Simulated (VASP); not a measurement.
Write the native input for VASP 6.6.1 that does the following.

* Task: single point
* Functional: LDA
* Potentials or basis: VASP PAW LDA potentials, release 64 (Co)
* Cutoff: 520 eV
* k mesh: 11 × 11 × 15
* Occupations: fermi-dirac, width 0.05 eV
* Spin: collinear spin, ferromagnetic start
* Starting moments: [1.577, 1.603, 1.603] μB
* Dipole correction: no
* Further INCAR settings: ALGO = Normal; EDIFF = 1e-07; NBANDS = 24

The structure of Co lies in POSCAR:

```
Co
1.0
    3.7499164597      0.0000000000      0.0000000000
   -1.8749582299      3.2475229162      0.0000000000
    0.0000000000      0.0000000000      2.3115592666
Co
3
Direct
    0.0000000000      0.0000000000      0.0000000000
    0.3333333333      0.6666666667      0.5000000000
    0.6666666667      0.3333333333      0.5000000000
```

This cell differs from its parent crystal: volume scaled by 0.92.

One way to write it, as run:

INCAR

```
SYSTEM = Co
PREC = Accurate
ENCUT = 520
EDIFF = 1E-7
ISMEAR = -1
SIGMA = 0.05
LREAL = .False.
LASPH = .True.
NELM = 150
ALGO = Normal
ISIF = 2
LWAVE = .False.
LCHARG = .False.
ISPIN = 2
MAGMOM = 1.577 1.603 1.603
LORBIT = 11
LMAXMIX = 4
GGA = CA
NBANDS = 24
```

KPOINTS

```
Automatic mesh
0
Gamma
  11 11 15
  0 0 0
```

Potentials or basis: VASP PAW LDA potentials, release 64 (Co).

Run with:

```bash
$ cat potpaw_LDA.64/Co/POTCAR > POTCAR
$ mpirun -np 1 vasp_std > vasp.out
```

Results of the run:

| Quantity | Value |
| --- | --- |
| Pressure | 23.3 GPa |
| Net moment | 4.22 μB per cell |
| Site moments | Co +1.43, +1.37 μB |
| Valence electrons inside the program's atomic spheres | Co 8.55, 8.66 |

It took 6.4 min on 1 thread of AMD EPYC 7R13 (shared host), peak memory 0.19 GiB.
